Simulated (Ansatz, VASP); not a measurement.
## Two plane-wave programs on Tc

The input INCAR:

```
SYSTEM = Tc
ALGO = Normal
EDIFF = 1E-6
ENCUT = 560
GGA = PS
GGA_COMPAT = .FALSE.
ISIF = 2
ISMEAR = -1
LASPH = .TRUE.
LCHARG = .FALSE.
LREAL = .FALSE.
LWAVE = .FALSE.
NBANDS = 22
NELM = 120
PREC = Accurate
SIGMA = 0.05
```

File KPOINTS:

```
k-points
0
G
  11 11 6
  0 0 0
```

File POSCAR:

```
Tc
1.0
    2.7581462242      0.0000000000      0.0000000000
   -1.3790731121      2.3886246975      0.0000000000
    0.0000000000      0.0000000000      4.4271266766
Tc
2
Direct
    0.6666666667      0.3333333333      0.7500000000
    0.3333333333      0.6666666667      0.2500000000
```

The input input.yaml:

```yaml
crystal:
  lattice:
    - [2.7581462242, 0.0, 0.0]
    - [-1.3790731121, 2.3886246975, 0.0]
    - [0.0, 0.0, 4.4271266766]
  atoms:
    - { symbol: Tc, position: [0.6666666667, 0.3333333333, 0.75] }
    - { symbol: Tc, position: [0.3333333333, 0.6666666667, 0.25] }
hamiltonian:
  xc: pbesol
  pseudopotentials: { kind: paw }
kpoints:
  mp_grid: { grid: [11, 11, 6] }
scf:
  occupations: { method: fermi_dirac, width: 0.05 }
output:
  forces: true
  stress: true
  eigenvalues: true
  write_density: true
  write_potential: true
  elf: true
  volumetric_format: npy
```

Alike in both runs: task single point; functional PBEsol; k mesh 11 × 11 × 6; occupations fermi-dirac, width 0.05 eV; no spin polarisation.

```csv
,VASP,Ansatz
version,VASP 6.6.1,Ansatz 0.2.0
potentials or method,"VASP PAW PBE potentials, release 64 (Tc_sv)",Ansatz PAW earlier set
plane-wave cutoff (eV),560,500
valence electrons in the cell,30,30
```

```csv
,VASP,Ansatz,Ansatz less VASP
gap on the k mesh at the Fermi level (eV),none,none,-
pressure (GPa),-12.9,-12.2,+0.68
"traceless stress, the component that is largest in VASP (GPa)",-0.17,-0.11,+0.067
```

VASP's potentials were made for PBE, not for PBEsol. A gap of «none» marks a metal or a gap that the smearing closes.
